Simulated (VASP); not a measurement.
# KPbO3 (Pm-3m) in VASP: further runs

KPbO3 is run at these levels: LDA; tasks: single point, relaxation of cell and atoms.

Program: VASP 6.6.1. These are calculated values, not measurements. Logs are shortened: lines on timing, memory, paths and dates and some standing lists are left out, and cuts for length are marked.

## (1) The cell of the first run

The structure is cubic, space group Pm-3m (No. 221). Conventional cell: a = 4.222 Å, b = 4.222 Å, c = 4.222 Å, α = 90.00°, β = 90.00°, γ = 90.00°. Within 3.9 Å of K (site symmetry m-3m) lie 12 O at 2.99 Å and 8 Pb at 3.66 Å. Pb (site symmetry m-3m) has 6 O at 2.11 Å within 2.8 Å. Within 2.8 Å of O (site symmetry 4/mmm) lie 2 Pb at 2.11 Å.

## (2) Single point, LDA

File INCAR:

```
SYSTEM = KPbO3
PREC     = Accurate       ! precision mode
ENCUT    = 520            ! plane-wave cutoff, eV
EDIFF    = 1E-6           ! SCF threshold, eV
ISMEAR   = 0              ! smearing method
SIGMA    = 0.05           ! smearing width, eV
LREAL    = .FALSE.        ! projectors in reciprocal space
LASPH    = .TRUE.         ! aspherical terms in the spheres
NELM     = 100            ! most SCF steps
ALGO     = Normal         ! electronic algorithm
ISIF     = 2              ! what is computed and relaxed
LWAVE    = .FALSE.        ! write WAVECAR
LCHARG   = .TRUE.         ! write CHGCAR
LELF     = .TRUE.         ! ELF
LVHAR    = .TRUE.       
NBANDS   = 28             ! bands
```

File KPOINTS:

```
Automatic mesh
0
G
  4 4 4
  0 0 0
```

File POSCAR:

```
KPbO3
1.0
    4.2217426851      0.0000000000      0.0000000000
    0.0000000000      4.2217426851      0.0000000000
    0.0000000000      0.0000000000      4.2217426851
K Pb O
1 1 3
Direct
    0.0000000000      0.0000000000      0.0000000000
    0.5000000000      0.5000000000      0.5000000000
    0.5000000000      0.5000000000      0.0000000000
    0.0000000000      0.5000000000      0.5000000000
    0.5000000000      0.0000000000      0.5000000000
```

Potentials or basis: VASP PAW LDA potentials, release 64 (K_sv, Pb_d, O).

Command:

```bash
$ cat potpaw_LDA.64/K_sv/POTCAR potpaw_LDA.64/Pb_d/POTCAR potpaw_LDA.64/O/POTCAR > POTCAR
$ mpirun -np 1 vasp_std > vasp.out
```

OUTCAR:

```text
SYSTEM = KPbO3
   PREC = Accurate
   ENCUT = 520
   EDIFF = 1E-6
   ISMEAR = 0
   LREAL = .FALSE.
   LASPH = .TRUE.
   NELM = 100
   ISIF = 2

 ion  position               nearest neighbor table
   1  0.000  0.000  0.000-   2 3.66   2 3.66   2 3.66   2 3.66   2 3.66   2 3.66   2 3.66   2 3.66

   2  0.500  0.500  0.500-   3 2.11   4 2.11   5 2.11   3 2.11   5 2.11   4 2.11   1 3.66   1 3.66
                             1 3.66   1 3.66   1 3.66   1 3.66   1 3.66   1 3.66
   3  0.500  0.500  0.000-   2 2.11   2 2.11
   4  0.000  0.500  0.500-   2 2.11   2 2.11
   5  0.500  0.000  0.500-   2 2.11   2 2.11

  LATTYP: Found a simple cubic cell.
 ALAT       =     4.2217426851

  Lattice vectors:

 A1 = (   4.2217426851,   0.0000000000,   0.0000000000)
 A2 = (   0.0000000000,   4.2217426851,   0.0000000000)
 A3 = (   0.0000000000,   0.0000000000,   4.2217426851)

Analysis of symmetry for initial positions (statically):
=====================================================================
 Subroutine PRICEL returns:
 Original cell was already a primitive cell.

 Routine SETGRP: Setting up the symmetry group for a
 simple cubic supercell.

 Subroutine GETGRP returns: Found 48 space group operations
 (whereof 48 operations were pure point group operations)
 out of a pool of 48 trial point group operations.

The static configuration has the point symmetry O_h .

Analysis of symmetry for dynamics (positions and initial velocities):
=====================================================================
 Subroutine PRICEL returns:
 Original cell was already a primitive cell.

 Routine SETGRP: Setting up the symmetry group for a
 simple cubic supercell.

 Subroutine GETGRP returns: Found 48 space group operations
 (whereof 48 operations were pure point group operations)
 out of a pool of 48 trial point group operations.

The dynamic configuration has the point symmetry O_h .

 Subroutine INISYM returns: Found 48 space group operations
 (whereof 48 operations are pure point group operations),
 and found     1 'primitive' translations

----------------------------------------------------------------------------------------

                                     Primitive cell

  volume of cell :      75.2446

  direct lattice vectors                    reciprocal lattice vectors
     4.221742685  0.000000000  0.000000000     0.236869008  0.000000000  0.000000000
     0.000000000  4.221742685  0.000000000     0.000000000  0.236869008  0.000000000
     0.000000000  0.000000000  4.221742685     0.000000000  0.000000000  0.236869008

  length of vectors
     4.221742685  4.221742685  4.221742685     0.236869008  0.236869008  0.236869008

  position of ions in fractional coordinates (direct lattice)
     0.000000000  0.000000000  0.000000000
     0.500000000  0.500000000  0.500000000
     0.500000000  0.500000000  0.000000000
     0.000000000  0.500000000  0.500000000
     0.500000000  0.000000000  0.500000000

  ion indices of the primitive-cell ions
   primitive index   ion index
                 1           1
                 2           2
                 3           3
                 4           4
                 5           5

----------------------------------------------------------------------------------------

 KPOINTS: Automatic mesh

Automatic generation of k-mesh.
 Grid dimensions read from file:
 generate k-points for:    4    4    4

 Generating k-lattice:

  Cartesian coordinates                     Fractional coordinates (reciprocal lattice)
     0.059217252  0.000000000  0.000000000     0.250000000  0.000000000  0.000000000
     0.000000000  0.059217252  0.000000000     0.000000000  0.250000000  0.000000000
     0.000000000  0.000000000  0.059217252     0.000000000  0.000000000  0.250000000

  Length of vectors
     0.059217252  0.059217252  0.059217252

  Shift w.r.t. Gamma in fractional coordinates (k-lattice)
     0.000000000  0.000000000  0.000000000

 Subroutine IBZKPT returns following result:
 ===========================================

 Found     10 irreducible k-points:

 Following reciprocal coordinates:
            Coordinates               Weight
  0.000000  0.000000  0.000000      1.000000
  0.250000  0.000000  0.000000      6.000000
  0.500000  0.000000  0.000000      3.000000
  0.250000  0.250000  0.000000     12.000000
  0.500000  0.250000  0.000000     12.000000
  0.500000  0.500000  0.000000      3.000000
  0.250000  0.250000  0.250000      8.000000
  0.500000  0.250000  0.250000     12.000000
  0.500000  0.500000  0.250000      6.000000
  0.500000  0.500000  0.500000      1.000000
   k-points           NKPTS =     10   k-points in BZ     NKDIM =     10   number of bands    NBANDS=     28
   number of dos      NEDOS =    301   number of ions     NIONS =      5
   total plane-waves  NPLWV =  32768
   dimension x,y,z NGX =    32 NGY =   32 NGZ =   32
   dimension x,y,z NGXF=    64 NGYF=   64 NGZF=   64
   ions per type =               1   1   3
   NGX,Y,Z   is equivalent  to a cutoff of  12.60, 12.60, 12.60 a.u.
   NGXF,Y,Z  is equivalent  to a cutoff of  25.20, 25.20, 25.20 a.u.
 SYSTEM =  KPbO3
   PREC   = accura    normal or accurate (medium, high low for compatibility)
   ISTART =      0    job   : 0-new  1-cont  2-samecut
   ICHARG =      2    charge: 1-file 2-atom 10-const
   ISPIN  =      1    spin polarized calculation?
   LNONCOLLINEAR =      F non collinear calculations
   LSORBIT =      F    spin-orbit coupling
   LASPH  =      T    aspherical Exc in radial PAW
   ENCUT  =  520.0 eV  38.22 Ry    6.18 a.u.   7.85  7.85  7.85*2*pi/ulx,y,z
   NELM   =    100;   NELMIN=  2; NELMDL= -5     # of ELM steps
   EDIFF  = 0.1E-05   stopping-criterion for ELM
   LREAL  =      F    real-space projection
   EDIFFG = 0.1E-04   stopping-criterion for IOM
   NSW    =      0    number of steps for IOM
   IBRION =     -1    ionic relax: 0-MD 1-quasi-New 2-CG
   NFREE  =      0    steps in history (QN), initial steepest desc. (CG)
   ISIF   =      2    stress and relaxation
   ISYM   =      2    0-nonsym 1-usesym 2-fastsym
   POTIM  = 0.5000    time-step for ionic-motion
   TEBEG  =    0.0;   TEEND  =   0.0 temperature during run
   PSTRESS=    0.0 pullay stress
   NELECT =      41.0000    total number of electrons
   NUPDOWN=      -1.0000    fix difference up-down
   EMIN   =  10.00;   EMAX   =-10.00  energy-range for DOS
   EFERMI =   0.00;   METHOD = LEGACY
   ISMEAR =     0;   SIGMA  =   0.05  broadening in eV -4-tet -1-fermi 0-gaus
   EFERMI_NEDOS =   21; number of points for ismear=-14 and -15
   IALGO  =     38    algorithm
   IMIX   =      4    mixing-type and parameters
     AMIX     =   0.40;   BMIX     =  1.00
     AMIX_MAG =   1.60;   BMIX_MAG =  1.00
  volume/ion in A,a.u.               =      15.05       101.56
  Fermi-wavevector in a.u.,A,eV,Ry     =   1.337142  2.526833 24.326537  1.787950
  Thomas-Fermi vector in A             =   2.465714
   LORBIT       =      0    0 simple, 1 ext, 2 COOP (PROOUT), +10 PAW based schemes
   GGA     = CA    functional components
   LHFCALC =     F    Hartree Fock is set to
   AEXX    =    0.0000 exact exchange contribution
   IVDW    =     0    specifies the selected vdW correction
   LEPSILON=     F    determine dielectric tensor
   LRPA    =     F    only Hartree local field effects (RPA)
 non-spin polarized calculation
 Gauss-broadening in eV      SIGMA  =   0.05
  energy-cutoff  :      520.00
  volume of cell :       75.24
 maximum number of plane-waves:      2048
 NGX is ok and might be reduce to    32
   NGX = 15   NGY = 15   NGZ = 15

 number of electron      40.9999983 magnetization

 Free energy of the ion-electron system (eV)
  ---------------------------------------------------
  ext. energy  EPLUGINS =         0.00000000
  ---------------------------------------------------
  free energy    TOTEN  =       -26.65487408 eV

  energy without entropy =      -26.64958800  energy(sigma->0) =      -26.65223104

 E-fermi :   1.5189     XC(G=0): -10.6814

 val. band max:        1.4609389148   @ k =   0.5000   0.2500   0.0000
 cond. band min:       1.5465367555   @ k =   0.5000   0.2500   0.2500
 fundamental gap:      0.0855978407
 Fermi energy:         1.5189179899

 k-point     1 :       0.0000    0.0000    0.0000
  band No.  band energies     occupation
      1     -25.0217      2.00000
      2     -16.0120      2.00000
      3     -16.0120      2.00000
      4     -15.7260      2.00000
      5     -13.3042      2.00000
      6     -13.3042      2.00000
[... 20 lines left out ...]
     27      11.7506      0.00000
     28      11.7506      0.00000

 k-point     2 :       0.2500    0.0000    0.0000
  band No.  band energies     occupation
      1     -25.0159      2.00000
      2     -16.0082      2.00000
      3     -15.8997      2.00000
      4     -15.3447      2.00000
      5     -13.3279      2.00000
      6     -13.3279      2.00000
[... 20 lines left out ...]
     27      11.8236      0.00000
     28      11.8825      0.00000

 k-point     3 :       0.5000    0.0000    0.0000
  band No.  band energies     occupation
      1     -25.0101      2.00000
      2     -16.0044      2.00000
      3     -15.8967      2.00000
      4     -14.3494      2.00000
      5     -13.3513      2.00000
      6     -13.3513      2.00000
[... 20 lines left out ...]
     27      11.8224      0.00000
     28      12.0337      0.00000

 k-point     4 :       0.2500    0.2500    0.0000
  band No.  band energies     occupation
      1     -25.0108      2.00000
      2     -15.9598      2.00000
      3     -15.5497      2.00000
      4     -15.2418      2.00000
      5     -13.3503      2.00000
      6     -13.3273      2.00000
[... 20 lines left out ...]
     27      11.8204      0.00000
     28      12.1815      0.00000

 k-point     5 :       0.5000    0.2500    0.0000
  band No.  band energies     occupation
      1     -25.0057      2.00000
      2     -15.9528      2.00000
      3     -15.4380      2.00000
      4     -14.3606      2.00000
      5     -13.3724      2.00000
      6     -13.3490      2.00000
[... 20 lines left out ...]
     27      11.9095      0.00000
     28      12.3321      0.00000

 k-point     6 :       0.5000    0.5000    0.0000
  band No.  band energies     occupation
      1     -25.0012      2.00000
      2     -15.9398      2.00000
      3     -14.3720      2.00000
      4     -14.3720      2.00000
      5     -13.9161      2.00000
      6     -13.3934      2.00000
[... 20 lines left out ...]
     27      12.1147      0.00000
     28      12.5877      0.00000

 k-point     7 :       0.2500    0.2500    0.2500
  band No.  band energies     occupation
      1     -25.0062      2.00000
      2     -15.5425      2.00000
      3     -15.5425      2.00000
      4     -15.1582      2.00000
      5     -13.3513      2.00000
      6     -13.3513      2.00000
[... 20 lines left out ...]
     27      11.7979      0.00000
     28      12.1497      0.00000

 k-point     8 :       0.5000    0.2500    0.2500
  band No.  band energies     occupation
      1     -25.0015      2.00000
      2     -15.5351      2.00000
      3     -15.3457      2.00000
      4     -14.3542      2.00000
      5     -13.3768      2.00000
      6     -13.3700      2.00000
[... 20 lines left out ...]
     27      11.9781      0.00000
     28      12.5898      0.00000

 k-point     9 :       0.5000    0.5000    0.2500
  band No.  band energies     occupation
      1     -24.9973      2.00000
      2     -15.4438      2.00000
      3     -14.3479      2.00000
      4     -14.3479      2.00000
      5     -13.9155      2.00000
      6     -13.3980      2.00000
[... 20 lines left out ...]
     27      12.6759      0.00000
     28      13.2866      0.00000

 k-point    10 :       0.5000    0.5000    0.5000
  band No.  band energies     occupation
      1     -24.9934      2.00000
      2     -14.3227      2.00000
      3     -14.3227      2.00000
      4     -14.3227      2.00000
      5     -13.9149      2.00000
      6     -13.9149      2.00000
[... 20 lines left out ...]
     27      13.5937      0.00000
     28      13.6697      0.00000

------------------------ aborting loop because EDIFF is reached ----------------------------------------

  FORCE on cell =-STRESS in cart. coord.  units (eV):
  Direction    XX          YY          ZZ          XY          YZ          ZX
  --------------------------------------------------------------------------------------
  -------------------------------------------------------------------------------------
  Total       -0.6060021     -0.6060021     -0.6060021      0.0000000      0.0000000     -0.0000000
  in kB      -12.9035556    -12.9035556    -12.9035556      0.0000000      0.0000000     -0.0000000
  external PRESSURE =     -12.9035556 kB  Pullay stress =       0.0000000 kB

 VOLUME and BASIS-vectors are now :
 -----------------------------------------------------------------------------
  energy-cutoff  :      520.00
  volume of cell :       75.24
      direct lattice vectors                 reciprocal lattice vectors
     4.221742685  0.000000000  0.000000000     0.236869008  0.000000000  0.000000000
     0.000000000  4.221742685  0.000000000     0.000000000  0.236869008  0.000000000
     0.000000000  0.000000000  4.221742685     0.000000000  0.000000000  0.236869008

 POSITION                                       TOTAL-FORCE (eV/Angst)
 -----------------------------------------------------------------------------------
      0.00000      0.00000      0.00000         0.000000      0.000000      0.000000
      2.11087      2.11087      2.11087         0.000000      0.000000      0.000000
      2.11087      2.11087      0.00000         0.000000      0.000000      0.000000
      0.00000      2.11087      2.11087         0.000000      0.000000      0.000000
      2.11087      0.00000      2.11087         0.000000      0.000000      0.000000
 -----------------------------------------------------------------------------------
    total drift:                                0.000000     -0.000000     -0.000000

  FREE ENERGIE OF THE ION-ELECTRON SYSTEM (eV)
  ---------------------------------------------------
  free  energy   TOTEN  =       -26.6548740840 eV

  energy  without entropy=      -26.6495879952  energy(sigma->0) =      -26.65223104
```

Wall time 11 s (1 thread of Intel Xeon 6975P-C (Granite Rapids), shared host); peak memory 0.16 GiB.

Results:

* Free energy: -26.6549 eV
* Pressure: -1.3 GPa

Levels at points of the mesh, in eV from the Fermi level:
| k point | band 18 | band 19 | band 20 | band 21 | band 22 | band 23 | band 24 | band 25 |
| --- | --- | --- | --- | --- | --- | --- | --- | --- |
| (0.00, 0.00, 0.00) | -0.53 | -0.53 | -0.52 | -0.52 | -0.52 | 6.95 | 8.18 | 8.18 |
| (0.50, 0.00, 0.00) | -0.64 | -0.64 | -0.54 | -0.54 | 3.81 | 8.09 | 9.38 | 10.20 |
| (0.50, 0.50, 0.00) | -0.70 | -0.70 | 0.16 | 0.29 | 5.71 | 8.54 | 8.54 | 9.97 |
| (0.50, 0.50, 0.50) | 0.17 | 0.32 | 0.32 | 0.32 | 6.86 | 6.86 | 6.86 | 7.32 |

Caveat: the k points lie up to 0.37 Å⁻¹ apart; spin-orbit coupling is left out, which moves the levels of the heavy elements; an odd number of electrons without spin polarisation forces a metal; a magnetic or distorted state may lie lower.

## (3) Relaxation of cell and atoms, LDA

This run uses another cell than the first one, of 14.83 Å³/atom, 0.985 times its volume.

File INCAR:

```
SYSTEM = KPbO3
  ALGO = Normal
  EDIFF = 1E-6
  EDIFFG = -0.03
  ENCUT = 600
  IBRION = 2
  ISIF = 3
  ISMEAR = 0
  LASPH = .True.
  LCHARG = .False.
  LREAL = .False.
  LWAVE = .False.
  NELM = 100
  NSW = 80
  PREC = Accurate
  SIGMA = 0.05
```

File KPOINTS:

```
k-points
0
Gamma
  4 4 4
  0 0 0
```

POSCAR, as its differences from that of step 2:

```diff
@@ -2,5 +2,5 @@
 1.0
-    4.2217426851      0.0000000000      0.0000000000
-    0.0000000000      4.2217426851      0.0000000000
-    0.0000000000      0.0000000000      4.2217426851
+    4.2008426265      0.0000000000      0.0000000000
+    0.0000000000      4.2008426265      0.0000000000
+    0.0000000000      0.0000000000      4.2008426265
 K Pb O
```

Potentials or basis: VASP PAW LDA potentials, release 64 (K_sv, Pb_d, O).

Command:

```bash
$ cat potpaw_LDA.64/K_sv/POTCAR potpaw_LDA.64/Pb_d/POTCAR potpaw_LDA.64/O/POTCAR > POTCAR
$ mpirun -np 1 vasp_std > vasp.out
```

Run time: 15 s. Hardware: 1 thread of Intel Xeon 6975P-C (Granite Rapids), shared host; peak memory 0.18 GiB.

It converged, with:

| Quantity | Value |
| --- | --- |
| Free energy | -26.6631 eV |
| Pressure after relaxing | 0.2 GPa |

Final structure:
```
K Pb O
1.0
     4.20084    0.00000    0.00000
     0.00000    4.20084    0.00000
     0.00000    0.00000    4.20084
K Pb O
1 1 3
Direct
  0.00000 0.00000 0.00000
  0.50000 0.50000 0.50000
  0.50000 0.50000 0.00000
  0.00000 0.50000 0.50000
  0.50000 0.00000 0.50000
```

Levels at points of the mesh, in eV from the Fermi level:
```csv
k point,band 19,band 20,band 21,band 22,band 23,band 24
"(0.00, 0.00, 0.00)",-0.55,-0.52,-0.52,-0.52,7.03,8.19
"(0.50, 0.00, 0.00)",-0.65,-0.54,-0.54,3.98,8.20,9.42
"(0.50, 0.50, 0.00)",-0.71,0.23,0.30,5.90,8.68,8.68
"(0.50, 0.50, 0.50)",0.32,0.32,0.32,6.94,6.94,6.95
```

Caveat: the k points lie up to 0.37 Å⁻¹ apart in the final cell; the relaxation stopped at its first step, so nothing moved; spin-orbit coupling is left out, which moves the levels of the heavy elements; an odd number of electrons without spin polarisation forces a metal; a magnetic or distorted state may lie lower.
